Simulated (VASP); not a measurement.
Here is a VASP 6.6.1 calculation.

File INCAR:

```
PREC = Accurate ; ENCUT = 520
EDIFF = 1E-8 ; ISMEAR = -1
SIGMA = 0.05 ; LREAL = F
LASPH = T ; NELM = 60
ALGO = Normal ; ISIF = 2
LWAVE = F ; LCHARG = F
GGA = CA ; LEFG = T
NBANDS = 12
```

Contents of KPOINTS:

```
regular mesh
0
Gamma
  13 13 13
```

The input POSCAR:

```
Y
1.0
   -0.0248500000      2.4725750000      2.4725750000
    2.4725750000     -0.0248500000      2.4725750000
    2.4725750000      2.4725750000     -0.0248500000
Y
1
Direct
    0.0000000000      0.0000000000      0.0000000000
```

Potentials or basis: VASP PAW LDA potentials, release 64 (Y_sv).

Run with:

```sh
$ cat potpaw_LDA.64/Y_sv/POTCAR > POTCAR
$ mpirun -np 1 vasp_std > vasp.out
```

(1) Estimate the pressure.

(2) What does it give for the band gap on the k mesh?

## Answers

(1) -1.9 GPa.

(2) zero (an odd number of electrons rules out a gap without spin polarisation).

Caveat: the cell differs from its parent crystal (equal xy, yz and zx shear strains of -1 %); without QUAD_EFG the Cq values of the log hold for a quadrupole moment of 1 mb, not for the nuclei.
